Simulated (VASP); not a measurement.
# Na (Pm-3m) in VASP: a series of runs, part 2 of 2

VASP 6.6.1.

**3. Single point, PBEsol (16.83 Å³/atom)**

The input, INCAR:

```
ALGO = Normal
EDIFF = 1E-6
ENCUT = 520
GGA = PS
ISIF = 2
ISMEAR = -1
LASPH = True
LCHARG = False
LREAL = False
LWAVE = False
NBANDS = 10
NELM = 60
PREC = Accurate
SIGMA = 0.08
```

The input, KPOINTS:

```
k-points
0
Gamma
  12 12 12
```

The input, POSCAR:

```
Na
1.0
    2.5627924647      0.0000000000      0.0000000000
    0.0000000000      2.5627924647      0.0000000000
    0.0000000000      0.0000000000      2.5627924647
Na
1
Direct
    0.0000000000      0.0000000000      0.0000000000
```

Potentials or basis: VASP PAW PBE potentials, release 64 (Na_pv).

The run is started by

```
$ cat potpaw_PBE.64/Na_pv/POTCAR > POTCAR
$ mpirun -np 1 vasp_std > vasp.out
```

OUTCAR:

```text
EDIFF = 1E-6
   ENCUT = 520
   GGA = PS
   ISIF = 2
   ISMEAR = -1
   LASPH = True
   LREAL = False
   NELM = 60
   PREC = Accurate

 ion  position               nearest neighbor table
   1  0.000  0.000  0.000-

  LATTYP: Found a simple cubic cell.
 ALAT       =     2.5627924647

  Lattice vectors:

 A1 = (   2.5627924647,   0.0000000000,   0.0000000000)
 A2 = (   0.0000000000,   2.5627924647,   0.0000000000)
 A3 = (   0.0000000000,   0.0000000000,   2.5627924647)

Analysis of symmetry for initial positions (statically):
=====================================================================
 Subroutine PRICEL returns:
 Original cell was already a primitive cell.

 Routine SETGRP: Setting up the symmetry group for a
 simple cubic supercell.

 Subroutine GETGRP returns: Found 48 space group operations
 (whereof 48 operations were pure point group operations)
 out of a pool of 48 trial point group operations.

The static configuration has the point symmetry O_h .

Analysis of symmetry for dynamics (positions and initial velocities):
=====================================================================
 Subroutine PRICEL returns:
 Original cell was already a primitive cell.

 Routine SETGRP: Setting up the symmetry group for a
 simple cubic supercell.

 Subroutine GETGRP returns: Found 48 space group operations
 (whereof 48 operations were pure point group operations)
 out of a pool of 48 trial point group operations.

The dynamic configuration has the point symmetry O_h .

 Subroutine INISYM returns: Found 48 space group operations
 (whereof 48 operations are pure point group operations),
 and found     1 'primitive' translations

----------------------------------------------------------------------------------------

                                     Primitive cell

[... 110 lines left out ...]
  Fermi-wavevector in a.u.,A,eV,Ry     =   1.221971  2.309190 20.316383  1.493212
  Thomas-Fermi vector in A             =   2.357134
   LORBIT       =      0    0 simple, 1 ext, 2 COOP (PROOUT), +10 PAW based schemes
   GGA     = PS    functional components
   LHFCALC =     F    Hartree Fock is set to
   AEXX    =    0.0000 exact exchange contribution
   IVDW    =     0    specifies the selected vdW correction
   LEPSILON=     F    determine dielectric tensor
   LRPA    =     F    only Hartree local field effects (RPA)
 non-spin polarized calculation
  energy-cutoff  :      520.00
  volume of cell :       16.83
 maximum number of plane-waves:       468
 NGX is ok and might be reduce to    20
   NGX =  9   NGY =  9   NGZ =  9

 number of electron       7.0000010 magnetization

 Free energy of the ion-electron system (eV)
  ---------------------------------------------------
  ext. energy  EPLUGINS =         0.00000000
  ---------------------------------------------------
  free energy    TOTEN  =        -0.39798981 eV

  energy without entropy =       -0.38885948  energy(sigma->0) =       -0.39342464

 E-fermi :   3.8757     XC(G=0):  -9.0584

 val. band max:        3.8655984823   @ k =   0.5000   0.0833   0.0833
 cond. band min:       3.9354933246   @ k =   0.4167   0.2500   0.0833
 fundamental gap:      0.0698948423
 Fermi energy:         3.8756529712

 k-point     1 :       0.0000    0.0000    0.0000
  band No.  band energies     occupation
      1     -21.2668      2.00000
      2     -21.2668      2.00000
      3     -21.2668      2.00000
      4      -1.4425      2.00000
      5      16.2575      0.00000
      6      16.2575      0.00000
      7      20.8288      0.00000
      8      20.8288      0.00000
      9      20.8288      0.00000
     10      27.1063      0.00000
[... 287 lines left out ...]
 k-point    24 :       0.4167    0.3333    0.0000
  band No.  band energies     occupation
      1     -21.7369      2.00000
      2     -21.6202      2.00000
      3     -21.1826      2.00000
      4       4.7238      0.00005
      5       8.7080      0.00000
      6      11.7293      0.00000
      7      15.9907      0.00000
      8      24.5507      0.00000
      9      26.6620      0.00000
     10      27.3306      0.00000

 [... further k-points ...]

------------------------ aborting loop because EDIFF is reached ----------------------------------------

  FORCE on cell =-STRESS in cart. coord.  units (eV):
  Direction    XX          YY          ZZ          XY          YZ          ZX
  --------------------------------------------------------------------------------------
  -------------------------------------------------------------------------------------
  Total        2.6398844      2.6398844      2.6398844      0.0000000     -0.0000000      0.0000000
  in kB      251.2784091    251.2784091    251.2784091      0.0000000     -0.0000000      0.0000000
  external PRESSURE =     251.2784091 kB  Pullay stress =       0.0000000 kB

 VOLUME and BASIS-vectors are now :
 -----------------------------------------------------------------------------
  energy-cutoff  :      520.00
  volume of cell :       16.83
      direct lattice vectors                 reciprocal lattice vectors
     2.562792465  0.000000000  0.000000000     0.390199368  0.000000000  0.000000000
     0.000000000  2.562792465  0.000000000     0.000000000  0.390199368  0.000000000
     0.000000000  0.000000000  2.562792465     0.000000000  0.000000000  0.390199368

 POSITION                                       TOTAL-FORCE (eV/Angst)
 -----------------------------------------------------------------------------------
      0.00000      0.00000      0.00000         0.000000      0.000000      0.000000
 -----------------------------------------------------------------------------------
    total drift:                                0.000000      0.000000      0.000000

  FREE ENERGIE OF THE ION-ELECTRON SYSTEM (eV)
  ---------------------------------------------------
  free  energy   TOTEN  =        -0.3979898053 eV

  energy  without entropy=       -0.3888594783  energy(sigma->0) =       -0.39342464
```

stdout:

```text
POSCAR found type information on POSCAR Na
 POSCAR found :  1 types and       1 ions
 scaLAPACK will be used
 -----------------------------------------------------------------------------
|                                                                             |
|                                                                             |
|     You enforced a specific xc type in the INCAR file but a different       |
|     I HOPE YOU KNOW WHAT YOU ARE DOING!                                     |
|                                                                             |
 -----------------------------------------------------------------------------

 LDA part: xc-table for (Slater+PW92), standard interpolation
 POSCAR, INCAR and KPOINTS ok, starting setup
 FFT: planning ... GRIDC
 FFT: planning ... GRID_SOFT
 FFT: planning ... GRID
 WAVECAR not read
 entering main loop
```

It took 4.5 s on 1 thread of Intel Xeon Platinum 8559C (Emerald Rapids), shared host; peak memory 0.12 GiB.

What came out:

- Free energy: -0.3980 eV
- Pressure: 25.1 GPa
- Band gap on the k mesh: zero (an odd number of electrons rules out a gap without spin polarisation)

Caveat: the cell stands under pressure; the PAW data sets were made with another functional, which shifts forces and pressure a little.

**4. Single point, PBEsol (19.57 Å³/atom)**

This run uses another cell than the first one, of 19.57 Å³/atom.

The input, INCAR:

```
PREC = Accurate ; ENCUT = 520
EDIFF = 1E-6 ; ISMEAR = -1
SIGMA = 0.08 ; LREAL = F
LASPH = T ; NELM = 100
ALGO = Normal ; ISIF = 2
LWAVE = F ; LCHARG = F
GGA = PS ; NBANDS = 10
```

The input, KPOINTS:

```
Automatic mesh
0
Gamma
  12 12 12
```

The input, POSCAR:

```
Na
1.0
    2.6949287526      0.0000000000      0.0000000000
    0.0000000000      2.6949287526      0.0000000000
    0.0000000000      0.0000000000      2.6949287526
Na
1
Direct
    0.0000000000      0.0000000000      0.0000000000
```

The run is started by

```
$ cat potpaw_PBE.64/Na_pv/POTCAR > POTCAR
$ mpirun -np 1 vasp_std > vasp.out
```

Run time: 4.7 s. Hardware: 1 thread of Intel Xeon Platinum 8559C (Emerald Rapids), shared host; peak memory 0.12 GiB.

It converged, with:

```yaml
Free_energy: -0.7405 eV
Pressure: 15.4 GPa
Band_gap_on_the_k_mesh: zero (an odd number of electrons rules out a gap without spin polarisation)
```

Levels at points of the mesh, in eV from the Fermi level:
```tsv
k point	band 1	band 2	band 3	band 4	band 5	band 6	band 7
(0.00, 0.00, 0.00)	-24.99	-24.99	-24.99	-4.87	11.59	11.59	15.34
(0.50, 0.00, 0.00)	-25.39	-24.95	-24.95	-0.22	0.99	15.22	17.39
(0.50, 0.50, 0.00)	-25.31	-25.31	-24.92	3.46	4.93	4.93	7.77
(0.50, 0.50, 0.50)	-25.25	-25.25	-25.25	7.75	7.75	7.75	9.65
```

Caveat: the cell stands under pressure; the PAW data sets were made with another functional, which shifts forces and pressure a little.

The gap in the log of VASP goes by the Fermi energy; the results here count the filled bands.